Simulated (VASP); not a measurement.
Ba:

```xyz
1
Lattice="-2.5065 2.5065 2.5065 2.5065 -2.5065 2.5065 2.5065 2.5065 -2.5065" Properties=species:S:1:pos:R:3 pbc="T T T"
Ba    0.0000    0.0000    0.0000
```

Base run:

* Program: VASP 6.6.1
* Functional: revpbe exchange, lda correlation
* Potentials or basis: VASP PAW PBE potentials, release 64 (Ba_sv)
* Cutoff: 500 eV
* k mesh: 8 × 8 × 8
* Occupations: fermi-dirac, width 0.05 eV
* Spin: no spin polarisation

Its results: band gap on the k mesh zero (bands 5 and 6 overlap by 1.14 eV); pressure 1.5 GPa.

**Question.** The run is repeated on the same cell with these changes: functional from revpbe exchange, lda correlation to PBEsol; occupations from fermi-dirac, width 0.05 eV to methfessel-paxton, width 0.01 eV. What comes out?

**Answer.** Band gap on the k mesh zero (bands 5 and 6 overlap by 1.06 eV); pressure -0.6 GPa.

Caveats: the PAW data sets were made with another functional, which shifts forces and pressure a little; spin-orbit coupling is left out, which moves the levels of the heavy elements.
